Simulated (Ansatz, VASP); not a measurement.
## Two plane-wave programs on AlTlS3

```
Al Tl S
1.0
     3.71425    0.00000    0.00000
    -1.85713    3.21664    0.00000
     0.00000    0.00000    9.97773
Al Tl S
1 1 3
Direct
  0.66667 0.33333 0.18022
  0.33333 0.66667 0.82595
  0.00000 0.00000 0.02381
  0.33333 0.66667 0.28569
  0.66667 0.33333 0.68434
```

Change from the starting cell: species swapped into the Mg3BiSb type (P3m1, No. 156).

Alike in both runs: functional PBE; k mesh 6 × 6 × 2; occupations gaussian, width 0.1 eV; no spin polarisation.

Ansatz relaxed the structure, and its values are those at the end. VASP's run is a single point on that final structure, the one shown.

|  | VASP | Ansatz |
| --- | --- | --- |
| version | VASP 6.6.1 | Ansatz 0.2.0 |
| potentials or method | VASP PAW PBE potentials, release 64 (Al, Tl_d, S), cutoff 520 eV | scalar-relativistic, plane waves, PAW |
| valence electrons in the cell | 34 | 34 |

|  | VASP | Ansatz | Ansatz less VASP |
| --- | --- | --- | --- |
| gap on the k mesh at the Fermi level (eV) | 0.40 | 0.41 | +0.013 |
| least direct gap on the mesh (eV) | 0.90 | 0.91 | +0.011 |
| pressure (GPa) | -0.1 | 0.0 | +0.10 |
| rms of the force components (eV/Å) | 0.007 | 0.001 | -0.0058 |

Neither program's run includes spin-orbit coupling.
